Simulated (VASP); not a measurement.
# NaF (Pm-3m) in VASP: elastic constants with PBEsol

Aim: the elastic constants of NaF with PBEsol.

Everything below comes from runs of VASP 6.6.1. Logs are shortened: lines on timing, memory, paths and dates and some standing lists are left out, and cuts for length are marked.

### 1 The cell of the first run

Symmetry: Pm-3m, No. 221, cubic system. The conventional cell has a = 2.763 Å, b = 2.763 Å, c = 2.763 Å, α = 90.00°, β = 90.00°, γ = 90.00°. Na (site symmetry m-3m) has 8 F at 2.39 Å and 6 Na at 2.76 Å within 3.2 Å. F (site symmetry m-3m) has 8 Na at 2.39 Å and 6 F at 2.76 Å within 3.2 Å.

### 2 Elastic constants, PBEsol

INCAR reads:

```
  ALGO = Normal
  EDIFF = 1E-8
  ENCUT = 600
  GGA = PS
  IBRION = 6
  ISIF = 3
  ISMEAR = 0
  LASPH = True
  LCHARG = False
  LREAL = False
  LWAVE = False
  NBANDS = 14
  NELM = 80
  NFREE = 2
  NSW = 1
  POTIM = 0.015
  PREC = Accurate
  SIGMA = 0.01
```

KPOINTS reads:

```
k-points
0
Gamma
  8 8 8
```

POSCAR reads:

```
NaF
1.0
    2.7631000000      0.0000000000      0.0000000000
    0.0000000000      2.7631000000      0.0000000000
    0.0000000000      0.0000000000      2.7631000000
Na F
1 1
Direct
    0.0000000000      0.0000000000      0.0000000000
    0.5000000000      0.5000000000      0.5000000000
```

Potentials or basis: VASP PAW PBE potentials, release 64 (Na_pv, F).

Started as:

```console
cat potpaw_PBE.64/Na_pv/POTCAR potpaw_PBE.64/F/POTCAR > POTCAR
mpirun -np 1 vasp_std > vasp.out
```

OUTCAR:

```text
EDIFF = 1E-8
   ENCUT = 600
   GGA = PS
   IBRION = 6
   ISIF = 3
   ISMEAR = 0
   LASPH = True
   LREAL = False
   NELM = 80
   NFREE = 2
   NSW = 1
   POTIM = 0.015
   PREC = Accurate

 ion  position               nearest neighbor table
   1  0.000  0.000  0.000-
   2  0.500  0.500  0.500-

  LATTYP: Found a simple cubic cell.
 ALAT       =     2.7631000000

  Lattice vectors:

 A1 = (   2.7631000000,   0.0000000000,   0.0000000000)
 A2 = (   0.0000000000,   2.7631000000,   0.0000000000)
 A3 = (   0.0000000000,   0.0000000000,   2.7631000000)

Analysis of symmetry for initial positions (statically):
=====================================================================
 Subroutine PRICEL returns:
 Original cell was already a primitive cell.

 Routine SETGRP: Setting up the symmetry group for a
 simple cubic supercell.

 Subroutine GETGRP returns: Found 48 space group operations
 (whereof 48 operations were pure point group operations)
 out of a pool of 48 trial point group operations.

The static configuration has the point symmetry O_h .

Analysis of symmetry for dynamics (positions and initial velocities):
=====================================================================
 Subroutine PRICEL returns:
 Original cell was already a primitive cell.

 Routine SETGRP: Setting up the symmetry group for a
 simple cubic supercell.

 Subroutine GETGRP returns: Found 48 space group operations
 (whereof 48 operations were pure point group operations)
 out of a pool of 48 trial point group operations.

The dynamic configuration has the point symmetry O_h .

 Subroutine INISYM returns: Found 48 space group operations
 (whereof 48 operations are pure point group operations),
 and found     1 'primitive' translations

----------------------------------------------------------------------------------------

                                     Primitive cell

  volume of cell :      21.0955

  direct lattice vectors                    reciprocal lattice vectors
     2.763100000  0.000000000  0.000000000     0.361912345  0.000000000  0.000000000
     0.000000000  2.763100000  0.000000000     0.000000000  0.361912345  0.000000000
     0.000000000  0.000000000  2.763100000     0.000000000  0.000000000  0.361912345

  length of vectors
     2.763100000  2.763100000  2.763100000     0.361912345  0.361912345  0.361912345

  position of ions in fractional coordinates (direct lattice)
     0.000000000  0.000000000  0.000000000
     0.500000000  0.500000000  0.500000000

  ion indices of the primitive-cell ions
   primitive index   ion index
                 1           1
                 2           2

----------------------------------------------------------------------------------------

 KPOINTS: k-points

Automatic generation of k-mesh.
 Grid dimensions read from file:
 generate k-points for:    8    8    8

 Generating k-lattice:

  Cartesian coordinates                     Fractional coordinates (reciprocal lattice)
     0.045239043  0.000000000  0.000000000     0.125000000  0.000000000  0.000000000
     0.000000000  0.045239043  0.000000000     0.000000000  0.125000000  0.000000000
     0.000000000  0.000000000  0.045239043     0.000000000  0.000000000  0.125000000

  Length of vectors
     0.045239043  0.045239043  0.045239043

  Shift w.r.t. Gamma in fractional coordinates (k-lattice)
     0.000000000  0.000000000  0.000000000

 Subroutine IBZKPT returns following result:
 ===========================================

 Found     35 irreducible k-points:

 Following reciprocal coordinates:
            Coordinates               Weight
  0.000000  0.000000  0.000000      1.000000
  0.125000  0.000000  0.000000      6.000000
  0.250000  0.000000  0.000000      6.000000
  0.375000  0.000000  0.000000      6.000000
  0.500000  0.000000  0.000000      3.000000
  0.125000  0.125000  0.000000     12.000000
[... 16 lines left out ...]
  0.375000  0.375000  0.125000     24.000000
[... 41 lines left out ...]
  volume/ion in A,a.u.               =      10.55        71.18
  Fermi-wavevector in a.u.,A,eV,Ry     =   1.427976  2.698483 27.743850  2.039115
  Thomas-Fermi vector in A             =   2.548088
   LORBIT       =      0    0 simple, 1 ext, 2 COOP (PROOUT), +10 PAW based schemes
   GGA     = PS    functional components
   LHFCALC =     F    Hartree Fock is set to
   AEXX    =    0.0000 exact exchange contribution
   IVDW    =     0    specifies the selected vdW correction
   LEPSILON=     F    determine dielectric tensor
   LRPA    =     F    only Hartree local field effects (RPA)
 finite differences with symmetry
 non-spin polarized calculation
 Gauss-broadening in eV      SIGMA  =   0.01
  energy-cutoff  :      600.00
  volume of cell :       21.10
 maximum number of plane-waves:       739
 NGX is ok and might be reduce to    24
   NGX = 11   NGY = 11   NGZ = 11

--------------------------------------- Ionic step        1  -------------------------------------------

 number of electron      14.0000001 magnetization

 Free energy of the ion-electron system (eV)
  ---------------------------------------------------
  ext. energy  EPLUGINS =         0.00000000
  ---------------------------------------------------
  free energy    TOTEN  =        -8.47035962 eV

  energy without entropy =       -8.47035962  energy(sigma->0) =       -8.47035962

------------------------ aborting loop because EDIFF is reached ----------------------------------------

  FORCE on cell =-STRESS in cart. coord.  units (eV):
  Direction    XX          YY          ZZ          XY          YZ          ZX
  --------------------------------------------------------------------------------------
  -------------------------------------------------------------------------------------
  Total        0.4437571      0.4437571      0.4437571      0.0000000      0.0000000      0.0000000
  in kB       33.7028053     33.7028053     33.7028053      0.0000000      0.0000000      0.0000000
  external PRESSURE =      33.7028053 kB  Pullay stress =       0.0000000 kB
[... 89 lines left out ...]
  FREE ENERGIE OF THE ION-ELECTRON SYSTEM (eV)
  ---------------------------------------------------
  free  energy   TOTEN  =        -8.4609224956 eV

  energy  without entropy=       -8.4609224956  energy(sigma->0) =       -8.46092250

[... ionic steps 4 to 14 ...]

--------------------------------------- Ionic step       15  -------------------------------------------

 number of electron      14.0000002 magnetization

------------------------ aborting loop because EDIFF is reached ----------------------------------------
[... 67 lines left out ...]
--------------------------------------- Ionic step       17  -------------------------------------------

 number of electron      14.0000003 magnetization

 Free energy of the ion-electron system (eV)
  ---------------------------------------------------
  ext. energy  EPLUGINS =         0.00000000
  ---------------------------------------------------
  free energy    TOTEN  =        -8.47016937 eV

  energy without entropy =       -8.47016937  energy(sigma->0) =       -8.47016937

 E-fermi :  -0.4759     XC(G=0): -10.2952

 val. band max:       -0.5240716149   @ k =   0.0000   0.5000   0.5000
 cond. band min:       5.6683432605   @ k =   0.0000   0.0000   0.0000
 fundamental gap:      6.1924148754
 Fermi energy:        -0.4759418649

 k-point     1 :       0.0000    0.0000    0.0000
  band No.  band energies     occupation
      1     -20.4114      2.00000
      2     -20.2994      2.00000
      3     -20.2994      2.00000
      4     -20.2974      2.00000
      5      -0.8814      2.00000
      6      -0.8814      2.00000
      7      -0.8814      2.00000
      8       5.6683      0.00000
      9      15.2010      0.00000
     10      15.2024      0.00000
     11      23.8910      0.00000
     12      23.8919      0.00000
     13      23.8919      0.00000
     14      31.2441      0.00000
[... 377 lines left out ...]
      1     -20.6830      2.00000
      2     -20.5212      2.00000
      3     -20.2820      2.00000
      4     -19.6855      2.00000
      5      -2.6077      2.00000
      6      -2.2619      2.00000
      7      -0.8494      2.00000
      8      11.8444      0.00000
      9      13.6499      0.00000
     10      15.1945      0.00000
     11      17.1750      0.00000
     12      22.1108      0.00000
     13      22.2598      0.00000
     14      29.3414      0.00000

 [... further k-points ...]

------------------------ aborting loop because EDIFF is reached ----------------------------------------

  FORCE on cell =-STRESS in cart. coord.  units (eV):
  Direction    XX          YY          ZZ          XY          YZ          ZX
  --------------------------------------------------------------------------------------
  -------------------------------------------------------------------------------------
  Total        0.4444091      0.4451458      0.4451458      0.0000000      0.0000000     -0.0000000
  in kB       33.7523252     33.8082787     33.8082787      0.0000000      0.0000000     -0.0000000
  external PRESSURE =      33.7896276 kB  Pullay stress =       0.0000000 kB
[... 17 lines left out ...]
  FREE ENERGIE OF THE ION-ELECTRON SYSTEM (eV)
  ---------------------------------------------------
  free  energy   TOTEN  =        -8.4701693663 eV

  energy  without entropy=       -8.4701693663  energy(sigma->0) =       -8.47016937

 INTERNAL STRAIN TENSORS FROM STRAINED CELLS
 ============================================

 INTERNAL STRAIN TENSOR FOR ION    1 for displacements in x,y,z  (eV/Angst):
          X           Y           Z          XY          YZ          ZX
  --------------------------------------------------------------------------------
  x     0.00000     0.00000     0.00000     0.00000     0.00000     0.00000
  y     0.00000     0.00000     0.00000     0.00000     0.00000     0.00000
  z     0.00000     0.00000     0.00000     0.00000     0.00000     0.00000

 INTERNAL STRAIN TENSORS FROM DISPLACED ATOMS
 ============================================

 INTERNAL STRAIN TENSOR FOR ION    1 for displacements in x,y,z  (eV/Angst):
          X           Y           Z          XY          YZ          ZX
  --------------------------------------------------------------------------------
  x     0.00000     0.00000     0.00000     0.00000     0.00000     0.00000
  y     0.00000     0.00000     0.00000     0.00000     0.00000     0.00000
  z     0.00000     0.00000     0.00000     0.00000     0.00000     0.00000

 INTERNAL STRAIN TENSOR FOR ION    2 for displacements in x,y,z  (eV/Angst):
          X           Y           Z          XY          YZ          ZX
  --------------------------------------------------------------------------------
  x     0.00000     0.00000     0.00000     0.00000     0.00000     0.00000
  y     0.00000     0.00000     0.00000     0.00000     0.00000     0.00000
  z     0.00000     0.00000     0.00000     0.00000     0.00000     0.00000

 Eigenvectors and eigenvalues of the dynamical matrix
 ----------------------------------------------------

   1 f  =    6.291930 THz    39.533362 2PiTHz  209.876191 cm-1    26.021320 meV
             X         Y         Z           dx          dy          dz
      0.000000  0.000000  0.000000     0.000000    0.000000   -0.671636
      1.381550  1.381550  1.381550     0.000000    0.000000    0.740882
[... 21 lines left out ...]
   6 f/i=    0.008650 THz     0.054347 2PiTHz    0.288519 cm-1     0.035772 meV
             X         Y         Z           dx          dy          dz
      0.000000  0.000000  0.000000    -0.007279    0.511397    0.536027
      1.381550  1.381550  1.381550    -0.006599    0.463600    0.485928

--------------------------------------------------------------------------------------------------------

 ELASTIC MODULI CONTR FROM IONIC RELAXATION (kBar)
 Direction    XX          YY          ZZ          XY          YZ          ZX
 --------------------------------------------------------------------------------
 XX           0.0000      0.0000      0.0000      0.0000      0.0000      0.0000
 YY           0.0000      0.0000      0.0000      0.0000      0.0000      0.0000
 ZZ           0.0000      0.0000      0.0000      0.0000      0.0000      0.0000
 XY           0.0000      0.0000      0.0000      0.0000      0.0000      0.0000
 YZ           0.0000      0.0000      0.0000      0.0000      0.0000      0.0000
 ZX           0.0000      0.0000      0.0000      0.0000      0.0000      0.0000
 --------------------------------------------------------------------------------

 TOTAL ELASTIC MODULI (kBar)
 Direction    XX          YY          ZZ          XY          YZ          ZX
 --------------------------------------------------------------------------------
 XX        1798.0798     76.3656     76.3656      0.0000     -0.0000     -0.0000
 YY          76.3656   1798.0798     76.3656     -0.0000      0.0000      0.0000
 ZZ          76.3656     76.3656   1798.0798     -0.0000     -0.0000     -0.0000
 XY           0.0000     -0.0000     -0.0000     93.8618      0.0000      0.0000
 YZ          -0.0000      0.0000     -0.0000      0.0000     93.8618      0.0000
 ZX          -0.0000      0.0000     -0.0000      0.0000      0.0000     93.8618
 --------------------------------------------------------------------------------
```

Run time: 4.9 min. Hardware: 1 thread of AMD EPYC 7R43 (Zen 3), shared host; peak memory 0.18 GiB.

What came out:

| Item | Value |
| --- | --- |
| Elastic constants C11, C12, C44 | 180, 8, 9 GPa |
| Voigt bulk modulus | 65 GPa |
| Highest phonon frequency at Γ, LO-TO splitting left out | 210 cm⁻¹ |

Phonon frequencies in cm⁻¹ (negative: imaginary):
```
              q point        frequencies
(0.000, 0.000, 0.000)  0 0 0 210 210 210
```

Elastic tensor in Voigt notation (GPa, in the Cartesian axes of the cell as first typed):
```
180   8   8   0   0   0
  8 180   8   0   0   0
  8   8 180   0   0   0
  0   0   0   9   0   0
  0   0   0   0   9   0
  0   0   0   0   0   9
```

Clamped-ion elastic tensor (GPa):
```
180   8   8   0   0   0
  8 180   8   0   0   0
  8   8 180   0   0   0
  0   0   0   9   0   0
  0   0   0   0   9   0
  0   0   0   0   0   9
```

Caveat: the cell is under stress, which shifts elastic constants; the PAW data sets were made with another functional, which shifts forces and pressure a little.
